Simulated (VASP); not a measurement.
**WC: single point with PBE**

The system is WC.

```
W C
1.0
     2.90050    0.00000    0.00000
    -1.45025    2.51191    0.00000
     0.00000    0.00000    2.82900
W C
1 1
Direct
  0.00000 0.00000 0.07953
  0.66667 0.33333 0.50000
```

This cell differs from its parent crystal: all W atoms moved +0.225 Å, as atom 1 along Cartesian [0 0 1].

```json
{"Program": "VASP 6.6.1", "Task": "single point", "Functional": "PBE", "Potentials or basis": "VASP PAW PBE potentials, release 64 (W_sv, C)", "Cutoff": "520 eV", "k mesh": "18 × 18 × 16", "Occupations": "gaussian, width 0.15 eV", "Spin": "no spin polarisation"}
```

```yaml
Pressure: 21.2 GPa
Largest_force: 3.648 eV/Å
Band_gap_on_the_k_mesh: zero (band 9 reaches 12.22 eV, above the bottom of band 10 at 10.85 eV)
```

Forces on the atoms (eV/Å):
```
W    0.000  0.000 -3.648
C    0.000  0.000  3.648
```

Stress tensor (GPa, compression positive):
```
20.15  0.00  0.00
 0.00 20.15  0.00
 0.00  0.00 23.41
```

Levels at points of the mesh, in eV from the Fermi level:
```
           k point  band 7  band 8  band 9  band 10  band 11  band 12
(0.00, 0.00, 0.00)   -3.82   -3.82    0.87     2.89     2.89     6.25
(0.50, 0.00, 0.00)   -4.12   -3.03   -1.19     2.84     4.52     4.59
(0.00, 0.00, 0.50)   -2.78   -2.78   -0.45    -0.45     3.99     4.85
(0.50, 0.00, 0.50)   -4.54   -4.10    0.24     4.24     5.26     6.37
```

Run time: 41 s on 1 thread of Intel(R) Xeon(R) 6975P-C (Granite Rapids), on a shared host, peak memory 0.28 GiB.

Caveat: the cell differs from its parent crystal (all W atoms moved +0.225 Å, as atom 1 along Cartesian [0 0 1]); spin-orbit coupling is left out, which moves the levels of the heavy elements; forces of over 1 eV/Å act on the atoms, so gaps and moduli don't describe the material at rest.
